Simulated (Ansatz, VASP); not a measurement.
Mo4H: VASP beside Ansatz

```
Mo H
1.0
     2.80070    0.00000    0.00000
     0.00000    2.80070    0.00000
     0.00000    0.00000   24.94119
Mo H
4 1
Direct
  0.50000 0.50000 0.34080
  0.00000 0.00000 0.42020
  0.50000 0.50000 0.49742
  0.00000 0.00000 0.57517
  0.33333 0.33333 0.60091
```

Alike in both runs: task single point; functional PBEsol; k mesh 10 × 10 × 1; occupations gaussian, width 0.1 eV; no spin polarisation.

|  | VASP | Ansatz |
| --- | --- | --- |
| version | VASP 6.6.1 | Ansatz 0.2.0 |
| potentials or method | VASP PAW PBE potentials, release 64 (Mo_sv, H), cutoff 520 eV | scalar-relativistic, plane waves, PAW |
| valence electrons in the cell | 57 | 57 |

Ansatz gave:

```
gap on the k mesh at the Fermi level (eV)  : none
rms of the force components (eV/Å)         : 2.263
work function, face that differs most (eV) : 4.53
```

Task: Estimate VASP's values.

Result: gap on the k mesh at the Fermi level (eV): none; rms of the force components (eV/Å): 2.265; work function, face that differs most (eV): 4.53.

VASP's potentials were made for PBE, not for PBEsol. Atom by atom the forces differ by 0.009 eV/Å (rms over components). A gap of «none» marks a metal or a gap that the smearing closes. The functional is the same, so the differences come from potentials, cutoffs and numerics.
